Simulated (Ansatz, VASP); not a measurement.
## AlGa3P4: VASP beside Ansatz

```
CELL_PARAMETERS angstrom
-2.71166 -5.42448 -2.74712
-5.42340 2.71219 2.74731
0.00003 5.42487 -5.49505
ATOMIC_POSITIONS crystal
Ga 0.49989 0.25007 0.87436
Ga 0.49997 0.24921 0.37565
Ga 0.00031 0.99986 0.50071
Ga 0.00017 0.00081 0.99954
Ga 0.50042 0.75034 0.62545
Ga 0.99965 0.50001 0.74959
Al 0.49966 0.74994 0.12469
Al 0.99980 0.49971 0.24991
P 0.62489 0.43779 0.65606
P 0.12529 0.18809 0.78111
P 0.62427 0.43650 0.15630
P 0.12535 0.18674 0.28169
P 0.62542 0.93815 0.90599
P 0.62547 0.93728 0.40684
P 0.12541 0.68760 0.53173
P 0.12403 0.68791 0.03038
```

Alike in both runs: task single point; functional PBEsol; k mesh 4 × 4 × 4; occupations gaussian, width 0.02 eV; no spin polarisation.

```csv
,VASP,Ansatz
version,VASP 6.6.1,Ansatz 0.2.0
potentials or method,"VASP PAW PBE potentials, release 64 (Ga_d, Al, P), cutoff 500 eV","scalar-relativistic, plane waves, PAW"
valence electrons in the cell,124,124
```

|  | VASP | Ansatz | Ansatz less VASP |
| --- | --- | --- | --- |
| gap on the k mesh at the Fermi level (eV) | 1.43 | 1.43 | -0.001 |
| least direct gap on the mesh (eV) | 1.80 | 1.80 | -0.002 |
| pressure (GPa) | 0.0 | 0.0 | +0.02 |
| traceless stress, the component that is largest in VASP (GPa) | -0.63 | -0.63 | 0.000 |
| rms of the force components (eV/Å) | 0.004 | 0.001 | -0.0036 |

VASP's potentials were made for PBE, not for PBEsol, and Ansatz warns of the same on its side. Atom by atom the forces differ by 0.004 eV/Å (rms over components). With one functional, cell and mesh, what is left measures potentials, basis and numerics.
